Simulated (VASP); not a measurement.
# Si3N4 (P6_3/m) in VASP: settings compared, part 2 of 3

VASP 6.6.1. Earlier steps stand in the parts before.

## (3) Electric field gradients, LDA

File INCAR:

```
  PREC = Accurate
  ENCUT = 520
  EDIFF = 1E-8
  ISMEAR = -1
  SIGMA = 0.02
  LREAL = F
  LASPH = T
  NELM = 60
  ALGO = Normal
  ISIF = 2
  LWAVE = F
  LCHARG = F
  LEFG = T
  NBANDS = 45
```

File KPOINTS:

```
regular mesh
0
Gamma
  4 4 9
```

File POSCAR:

```
Si3N4
1.0
    7.6170000000      0.0000000000      0.0000000000
   -3.8085000000      6.5965155006      0.0000000000
    0.0000000000      0.0000000000      2.9134000000
Si N
6 8
Direct
    0.1784000000      0.7749000000      0.2500000000
    0.4035000000      0.1784000000      0.7500000000
    0.2251000000      0.4035000000      0.2500000000
    0.8216000000      0.2251000000      0.7500000000
    0.5965000000      0.8216000000      0.2500000000
    0.7749000000      0.5965000000      0.7500000000
    0.3333333333      0.6666666667      0.2500000000
    0.6666666667      0.3333333333      0.7500000000
    0.3359000000      0.0328000000      0.2500000000
    0.3031000000      0.3359000000      0.7500000000
    0.9672000000      0.3031000000      0.2500000000
    0.6641000000      0.9672000000      0.7500000000
    0.6969000000      0.6641000000      0.2500000000
    0.0328000000      0.6969000000      0.7500000000
```

Potentials or basis: VASP PAW LDA potentials, release 64 (Si, N).

Command:

```sh
cat potpaw_LDA.64/Si/POTCAR potpaw_LDA.64/N/POTCAR > POTCAR
mpirun -np 1 vasp_std > vasp.out
```

OUTCAR:

```text
PREC = Accurate
   ENCUT = 520
   EDIFF = 1E-8
   ISMEAR = -1
   LREAL = F
   LASPH = T
   NELM = 60
   ISIF = 2

 ion  position               nearest neighbor table
   1  0.178  0.775  0.250-   9 1.72   7 1.75  14 1.75  14 1.75   3 3.02   5 3.02   2 3.04   2 3.04
                             6 3.04   6 3.04
   2  0.404  0.178  0.750-  10 1.72   8 1.75   9 1.75   9 1.75   6 3.02   4 3.02   1 3.04   1 3.04
                             3 3.04   3 3.04
   3  0.225  0.404  0.250-  11 1.72   7 1.75  10 1.75  10 1.75   5 3.02   1 3.02   2 3.04   2 3.04
                             4 3.04   4 3.04
   4  0.822  0.225  0.750-  12 1.72   8 1.75  11 1.75  11 1.75   6 3.02   2 3.02   5 3.04   5 3.04
                             3 3.04   3 3.04
   5  0.596  0.822  0.250-  13 1.72   7 1.75  12 1.75  12 1.75   3 3.02   1 3.02   4 3.04   4 3.04
                             6 3.04   6 3.04
   6  0.775  0.596  0.750-  14 1.72   8 1.75  13 1.75  13 1.75   2 3.02   4 3.02   5 3.04   5 3.04
                             1 3.04   1 3.04
   7  0.333  0.667  0.250-   1 1.75   5 1.75   3 1.75
   8  0.667  0.333  0.750-   4 1.75   2 1.75   6 1.75
   9  0.336  0.033  0.250-   1 1.72   2 1.75   2 1.75
  10  0.303  0.336  0.750-   2 1.72   3 1.75   3 1.75
  11  0.967  0.303  0.250-   3 1.72   4 1.75   4 1.75
  12  0.664  0.967  0.750-   4 1.72   5 1.75   5 1.75
  13  0.697  0.664  0.250-   5 1.72   6 1.75   6 1.75
  14  0.033  0.697  0.750-   6 1.72   1 1.75   1 1.75

  LATTYP: Found a hexagonal cell.
 ALAT       =     7.6170000000
 C/A-ratio  =     0.3824865433

  Lattice vectors:

 A1 = (   7.6170000000,   0.0000000000,   0.0000000000)
 A2 = (  -3.8085000000,   6.5965155006,   0.0000000000)
 A3 = (   0.0000000000,   0.0000000000,   2.9134000000)

Analysis of symmetry for initial positions (statically):
=====================================================================
 Subroutine PRICEL returns:
 Original cell was already a primitive cell.

 Routine SETGRP: Setting up the symmetry group for a
 hexagonal supercell.

 Subroutine GETGRP returns: Found 12 space group operations
 (whereof  6 operations were pure point group operations)
 out of a pool of 24 trial point group operations.

The static configuration has the point symmetry S_6 .
 The point group associated with its full space group is C_6h.

Analysis of symmetry for dynamics (positions and initial velocities):
=====================================================================
 Subroutine PRICEL returns:
 Original cell was already a primitive cell.

 Routine SETGRP: Setting up the symmetry group for a
 hexagonal supercell.

 Subroutine GETGRP returns: Found 12 space group operations
 (whereof  6 operations were pure point group operations)
 out of a pool of 24 trial point group operations.

The dynamic configuration has the point symmetry S_6 .
 The point group associated with its full space group is C_6h.

 Subroutine INISYM returns: Found 12 space group operations
 (whereof  6 operations are pure point group operations),
 and found     1 'primitive' translations

[... 1113 lines left out ...]
  --------------------------------------------------------------------------------------
  -------------------------------------------------------------------------------------
  Total       -3.1501352     -3.1501352     -4.6040606     -0.0000000      0.0000000      0.0000000
  in kB      -34.4779246    -34.4779246    -50.3909969     -0.0000001      0.0000000      0.0000000
  external PRESSURE =     -39.7822820 kB  Pullay stress =       0.0000000 kB

 VOLUME and BASIS-vectors are now :
 -----------------------------------------------------------------------------
  energy-cutoff  :      520.00
  volume of cell :      146.39
      direct lattice vectors                 reciprocal lattice vectors
     7.617000000  0.000000000  0.000000000     0.131285283  0.075797593  0.000000000
    -3.808500000  6.596515501  0.000000000     0.000000000  0.151595187  0.000000000
     0.000000000  0.000000000  2.913400000     0.000000000  0.000000000  0.343241573

 POSITION                                       TOTAL-FORCE (eV/Angst)
 -----------------------------------------------------------------------------------
     -1.59233      5.11164      0.72835         0.682924     -0.991425      0.000000
      2.39402      1.17682      2.18505         1.200061      0.095717     -0.000000
      0.17786      2.66169      0.72835         0.517137      1.087142      0.000000
      5.40083      1.48488      2.18505        -0.682924      0.991425      0.000000
      1.41448      5.41970      0.72835        -1.200061     -0.095717      0.000000
      3.63064      3.93482      2.18505        -0.517137     -1.087142      0.000000
     -0.00000      4.39768      0.72835        -0.000000     -0.000000     -0.000000
      3.80850      2.19884      2.18505        -0.000000      0.000000      0.000000
      2.43363      0.21637      0.72835        -0.643817      0.338903     -0.000000
      1.02944      2.21577      2.18505        -0.615407     -0.388110     -0.000000
      6.21281      1.99940      0.72835         0.028410     -0.727013      0.000000
      1.37487      6.38015      2.18505         0.643817     -0.338903      0.000000
      2.77906      4.38075      0.72835         0.615407      0.388110      0.000000
     -2.40431      4.59711      2.18505        -0.028410      0.727013     -0.000000
 -----------------------------------------------------------------------------------
    total drift:                                0.000000     -0.000000     -0.000000

  FREE ENERGIE OF THE ION-ELECTRON SYSTEM (eV)
  ---------------------------------------------------
  free  energy   TOTEN  =      -126.3372429224 eV

  energy  without entropy=     -126.3372429224  energy(sigma->0) =     -126.33724292

 Electric field gradients (V/A^2)
---------------------------------------------------------------------
 ion       V_xx      V_yy      V_zz      V_xy      V_xz      V_yz
---------------------------------------------------------------------
   1       2.006    -4.093     2.087     4.109    -0.000    -0.000
   2      -6.127     4.040     2.087     0.586    -0.000     0.000
   3       0.990    -3.077     2.087    -4.696     0.000    -0.000
   4       2.006    -4.093     2.087     4.109     0.000     0.000
   5      -6.127     4.040     2.087     0.586     0.000    -0.000
   6       0.990    -3.077     2.087    -4.696     0.000    -0.000
   7      23.343    23.344   -46.687     0.000     0.000    -0.000
   8      23.343    23.344   -46.687     0.000     0.000    -0.000
   9     -43.846    18.778    25.068    -0.196     0.000     0.000
  10       3.292   -28.360    25.068   -27.018     0.000    -0.000
  11       2.952   -28.019    25.068    27.216    -0.000    -0.000
  12     -43.846    18.778    25.068    -0.196    -0.000     0.000
  13       3.292   -28.360    25.068   -27.018     0.000     0.000
  14       2.952   -28.019    25.068    27.216     0.000     0.000
---------------------------------------------------------------------

 Electric field gradients after diagonalization (V/A^2)
 (convention: |V_zz| > |V_xx| > |V_yy|)
----------------------------------------------------------------------
 ion       V_xx      V_yy      V_zz     asymmetry (V_yy - V_xx)/ V_zz
----------------------------------------------------------------------
   1       4.074     2.087    -6.161       0.322
   2       4.074     2.087    -6.161       0.323
   3       4.074     2.087    -6.161       0.322
   4       4.074     2.087    -6.161       0.322
   5       4.074     2.087    -6.161       0.323
   6       4.074     2.087    -6.161       0.322
   7      23.344    23.343   -46.687       0.000
   8      23.344    23.343   -46.687       0.000
   9      25.068    18.779   -43.846       0.143
  10      25.068    18.778   -43.846       0.143
  11      25.068    18.779   -43.847       0.143
  12      25.068    18.779   -43.846       0.143
  13      25.068    18.778   -43.846       0.143
  14      25.068    18.779   -43.847       0.143
----------------------------------------------------------------------

           NMR quadrupolar parameters

 Cq : quadrupolar parameter    Cq=e*Q*V_zz/h
 eta: asymmetry parameters     (V_yy - V_xx)/ V_zz
 Q  : nuclear electric quadrupole moment in mb (millibarn)
----------------------------------------------------------------------
 ion       Cq(MHz)       eta       Q (mb)
----------------------------------------------------------------------
   1      -0.015       0.322       1.000
   2      -0.015       0.323       1.000
   3      -0.015       0.322       1.000
   4      -0.015       0.322       1.000
   5      -0.015       0.323       1.000
   6      -0.015       0.322       1.000
   7      -0.113       0.000       1.000
   8      -0.113       0.000       1.000
   9      -0.106       0.143       1.000
  10      -0.106       0.143       1.000
  11      -0.106       0.143       1.000
  12      -0.106       0.143       1.000
  13      -0.106       0.143       1.000
  14      -0.106       0.143       1.000
----------------------------------------------------------------------
```

Run time: 4.3 min. Hardware: 1 thread of Intel Xeon 8259CL, shared host; peak memory 0.27 GiB.

Results:

```
Free energy                             : -126.3372 eV
Pressure                                : -4.0 GPa
Largest force                           : 1.204 eV/Å
Band gap on the k mesh                  : 3.96 eV
Largest electric field gradient by atom : Si -6.2; N -46.7, -43.8 (each value once) V/Å²
```

Forces on the atoms (eV/Å):
```
Si   0.683 -0.991  0.000
Si   1.200  0.096  0.000
Si   0.517  1.087  0.000
Si  -0.683  0.991  0.000
Si  -1.200 -0.096  0.000
Si  -0.517 -1.087  0.000
N    0.000  0.000  0.000
N    0.000  0.000  0.000
N   -0.644  0.339  0.000
N   -0.615 -0.388  0.000
N    0.028 -0.727  0.000
N    0.644 -0.339  0.000
N    0.615  0.388  0.000
N   -0.028  0.727  0.000
```

Stress tensor (GPa, compression positive):
```
-3.45  0.00  0.00
 0.00 -3.45  0.00
 0.00  0.00 -5.04
```

Electric field gradients, principal values (V/Å²):
| atom | least | middle | greatest (by size) |
| --- | --- | --- | --- |
| 1 Si | 2.087 | 4.074 | -6.161 |
| 2 Si | 2.087 | 4.074 | -6.161 |
| 3 Si | 2.087 | 4.074 | -6.161 |
| 4 Si | 2.087 | 4.074 | -6.161 |
| 5 Si | 2.087 | 4.074 | -6.161 |
| 6 Si | 2.087 | 4.074 | -6.161 |
| 7 N | 23.343 | 23.344 | -46.687 |
| 8 N | 23.343 | 23.344 | -46.687 |
| 9 N | 18.779 | 25.068 | -43.846 |
| 10 N | 18.778 | 25.068 | -43.846 |
| 11 N | 18.779 | 25.068 | -43.847 |
| 12 N | 18.779 | 25.068 | -43.846 |
| 13 N | 18.778 | 25.068 | -43.846 |
| 14 N | 18.779 | 25.068 | -43.847 |

Caveat: the cell stands under tension; without QUAD_EFG the Cq values of the log hold for a quadrupole moment of 1 mb, not for the nuclei; an odd mesh through Γ misses points on the zone boundary, where band edges can lie; forces of over 1 eV/Å act on the atoms, so gaps and moduli don't describe the material at rest.

## (4) Electric field gradients, PBE+D3(BJ)

File INCAR:

```
ALGO = Normal ; EDIFF = 1E-8
ENCUT = 520 ; GGA = PE
ISIF = 2 ; ISMEAR = -5
IVDW = 12 ; LASPH = T
LCHARG = F ; LEFG = T
LREAL = F ; LWAVE = F
NBANDS = 45 ; NELM = 80
PREC = Accurate ; SIGMA = 0.1
```

File KPOINTS:

```
k-points
0
Gamma
  4 4 9
```

POSCAR is that of step 3.

Potentials or basis: VASP PAW PBE potentials, release 64 (Si, N).

Command:

```sh
cat potpaw_PBE.64/Si/POTCAR potpaw_PBE.64/N/POTCAR > POTCAR
mpirun -np 1 vasp_std > vasp.out
```

OUTCAR:

```text
EDIFF = 1E-8
   ENCUT = 520
   GGA = PE
   ISIF = 2
   ISMEAR = -5
   IVDW = 12
   LASPH = T
   LREAL = F
   NELM = 80
   PREC = Accurate
 IVDW          = 12

 ion  position               nearest neighbor table
   1  0.178  0.775  0.250-   9 1.72   7 1.75  14 1.75  14 1.75   3 3.02   5 3.02   2 3.04   2 3.04
                             6 3.04   6 3.04
   2  0.404  0.178  0.750-  10 1.72   8 1.75   9 1.75   9 1.75   6 3.02   4 3.02   1 3.04   1 3.04
                             3 3.04   3 3.04
   3  0.225  0.404  0.250-  11 1.72   7 1.75  10 1.75  10 1.75   5 3.02   1 3.02   2 3.04   2 3.04
                             4 3.04   4 3.04
   4  0.822  0.225  0.750-  12 1.72   8 1.75  11 1.75  11 1.75   6 3.02   2 3.02   5 3.04   5 3.04
                             3 3.04   3 3.04
   5  0.596  0.822  0.250-  13 1.72   7 1.75  12 1.75  12 1.75   3 3.02   1 3.02   4 3.04   4 3.04
                             6 3.04   6 3.04
   6  0.775  0.596  0.750-  14 1.72   8 1.75  13 1.75  13 1.75   2 3.02   4 3.02   5 3.04   5 3.04
                             1 3.04   1 3.04
   7  0.333  0.667  0.250-   1 1.75   5 1.75   3 1.75
   8  0.667  0.333  0.750-   4 1.75   2 1.75   6 1.75
   9  0.336  0.033  0.250-   1 1.72   2 1.75   2 1.75
  10  0.303  0.336  0.750-   2 1.72   3 1.75   3 1.75
  11  0.967  0.303  0.250-   3 1.72   4 1.75   4 1.75
  12  0.664  0.967  0.750-   4 1.72   5 1.75   5 1.75
  13  0.697  0.664  0.250-   5 1.72   6 1.75   6 1.75
  14  0.033  0.697  0.750-   6 1.72   1 1.75   1 1.75

  LATTYP: Found a hexagonal cell.
 ALAT       =     7.6170000000
 C/A-ratio  =     0.3824865433

  Lattice vectors:

 A1 = (   7.6170000000,   0.0000000000,   0.0000000000)
 A2 = (  -3.8085000000,   6.5965155006,   0.0000000000)
 A3 = (   0.0000000000,   0.0000000000,   2.9134000000)

Analysis of symmetry for initial positions (statically):
=====================================================================
 Subroutine PRICEL returns:
 Original cell was already a primitive cell.

 Routine SETGRP: Setting up the symmetry group for a
 hexagonal supercell.

 Subroutine GETGRP returns: Found 12 space group operations
[... 1176 lines left out ...]
 -----------------------------------------------------------------------------------
    total drift:                                0.000000     -0.000000     -0.000000

  FREE ENERGIE OF THE ION-ELECTRON SYSTEM (eV)
  ---------------------------------------------------
  free  energy   TOTEN  =      -117.9241515864 eV

  energy  without entropy=     -117.9241515864  energy(sigma->0) =     -117.92415159

 Electric field gradients (V/A^2)
---------------------------------------------------------------------
 ion       V_xx      V_yy      V_zz      V_xy      V_xz      V_yz
---------------------------------------------------------------------
   1       1.862    -3.867     2.005     4.108    -0.000    -0.000
   2      -5.993     3.987     2.005     0.426    -0.000     0.000
   3       1.123    -3.128     2.005    -4.535    -0.000    -0.000
   4       1.862    -3.867     2.005     4.108     0.000     0.000
   5      -5.993     3.987     2.005     0.426     0.000    -0.000
   6       1.123    -3.128     2.005    -4.535     0.000    -0.000
   7      24.525    24.526   -49.051     0.000     0.000    -0.000
   8      24.525    24.526   -49.051     0.000     0.000    -0.000
   9     -46.020    19.979    26.041     0.164     0.000     0.000
  10       3.337   -29.379    26.042   -28.661     0.000    -0.000
  11       3.621   -29.663    26.042    28.496    -0.000    -0.000
  12     -46.020    19.979    26.041     0.164    -0.000     0.000
  13       3.337   -29.379    26.042   -28.661     0.000     0.000
  14       3.621   -29.663    26.042    28.496     0.000     0.000
---------------------------------------------------------------------

 Electric field gradients after diagonalization (V/A^2)
 (convention: |V_zz| > |V_xx| > |V_yy|)
----------------------------------------------------------------------
 ion       V_xx      V_yy      V_zz     asymmetry (V_yy - V_xx)/ V_zz
----------------------------------------------------------------------
   1       4.005     2.005    -6.011       0.333
   2       4.005     2.005    -6.011       0.333
   3       4.006     2.005    -6.011       0.333
   4       4.005     2.005    -6.011       0.333
   5       4.005     2.005    -6.011       0.333
   6       4.006     2.005    -6.011       0.333
   7      24.526    24.525   -49.051       0.000
   8      24.526    24.525   -49.051       0.000
   9      26.041    19.979   -46.021       0.132
  10      26.042    19.979   -46.021       0.132
  11      26.042    19.979   -46.021       0.132
  12      26.041    19.979   -46.021       0.132
  13      26.042    19.979   -46.021       0.132
  14      26.042    19.979   -46.021       0.132
----------------------------------------------------------------------

           NMR quadrupolar parameters

 Cq : quadrupolar parameter    Cq=e*Q*V_zz/h
 eta: asymmetry parameters     (V_yy - V_xx)/ V_zz
 Q  : nuclear electric quadrupole moment in mb (millibarn)
----------------------------------------------------------------------
 ion       Cq(MHz)       eta       Q (mb)
----------------------------------------------------------------------
   1      -0.015       0.333       1.000
   2      -0.015       0.333       1.000
   3      -0.015       0.333       1.000
   4      -0.015       0.333       1.000
   5      -0.015       0.333       1.000
   6      -0.015       0.333       1.000
   7      -0.119       0.000       1.000
   8      -0.119       0.000       1.000
   9      -0.111       0.132       1.000
  10      -0.111       0.132       1.000
  11      -0.111       0.132       1.000
  12      -0.111       0.132       1.000
  13      -0.111       0.132       1.000
  14      -0.111       0.132       1.000
----------------------------------------------------------------------
```

OSZICAR:

```text
N       E                     dE             d eps       ncg     rms          rms(c)
DAV:   1     0.290659047105E+03    0.29066E+03   -0.31699E+04  1800   0.132E+03
DAV:   2    -0.107187590287E+03   -0.39785E+03   -0.37798E+03  2347   0.280E+02
[... 10 lines left out ...]
DAV:  13    -0.114343128480E+03   -0.17066E-04   -0.33746E-05  2112   0.282E-02    0.715E-03
DAV:  14    -0.114343135789E+03   -0.73081E-05   -0.94846E-06  2032   0.169E-02    0.317E-03
DAV:  15    -0.114343137318E+03   -0.15289E-05   -0.28708E-06  2080   0.745E-03    0.268E-03
DAV:  16    -0.114343137195E+03    0.12286E-06   -0.26934E-07  2400   0.294E-03    0.579E-04
DAV:  17    -0.114343137170E+03    0.24411E-07   -0.63006E-08  2072   0.147E-03    0.386E-04
DAV:  18    -0.114343137157E+03    0.13399E-07   -0.25146E-09  1584   0.356E-04    0.288E-04
DAV:  19    -0.114343137160E+03   -0.30414E-08   -0.20285E-09  1232   0.232E-04
   1 F= -.11792415E+03 E0= -.11792415E+03  d E =0.000000E+00
```

Wall time 4.8 min (1 thread of Intel Xeon 8259CL, shared host); peak memory 0.33 GiB.

Results:

```
Free energy                             : -117.9242 eV
Pressure                                : 0.1 GPa
Largest force                           : 1.190 eV/Å
Band gap on the k mesh                  : 4.13 eV
Largest electric field gradient by atom : Si -6.0; N -49.1, -46.0 (each value once) V/Å²
Dispersion energy per atom              : -0.256 eV
```

Forces on the atoms (eV/Å):
```
Si   0.654 -0.994  0.000
Si   1.188  0.069  0.000
Si   0.534  1.063  0.000
Si  -0.654  0.994  0.000
Si  -1.188 -0.069  0.000
Si  -0.534 -1.063  0.000
N    0.000  0.000  0.000
N    0.000  0.000  0.000
N   -0.640  0.333  0.000
N   -0.609 -0.387  0.000
N    0.031 -0.721  0.000
N    0.640 -0.333  0.000
N    0.609  0.387  0.000
N   -0.031  0.721  0.000
```

Stress tensor (GPa, compression positive):
```
 0.44  0.00  0.00
 0.00  0.44  0.00
 0.00  0.00 -0.63
```

Electric field gradients, principal values (V/Å²):
```
atom   least  middle  greatest (by size)
1 Si   2.005   4.005              -6.011
2 Si   2.005   4.005              -6.011
3 Si   2.005   4.006              -6.011
4 Si   2.005   4.005              -6.011
5 Si   2.005   4.005              -6.011
6 Si   2.005   4.006              -6.011
 7 N  24.525  24.526             -49.051
 8 N  24.525  24.526             -49.051
 9 N  19.979  26.041             -46.021
10 N  19.979  26.042             -46.021
11 N  19.979  26.042             -46.021
12 N  19.979  26.041             -46.021
13 N  19.979  26.042             -46.021
14 N  19.979  26.042             -46.021
```

Caveat: three body term missing; without QUAD_EFG the Cq values of the log hold for a quadrupole moment of 1 mb, not for the nuclei; an odd mesh through Γ misses points on the zone boundary, where band edges can lie; forces of over 1 eV/Å act on the atoms, so gaps and moduli don't describe the material at rest.

[end of part 2 of 3]
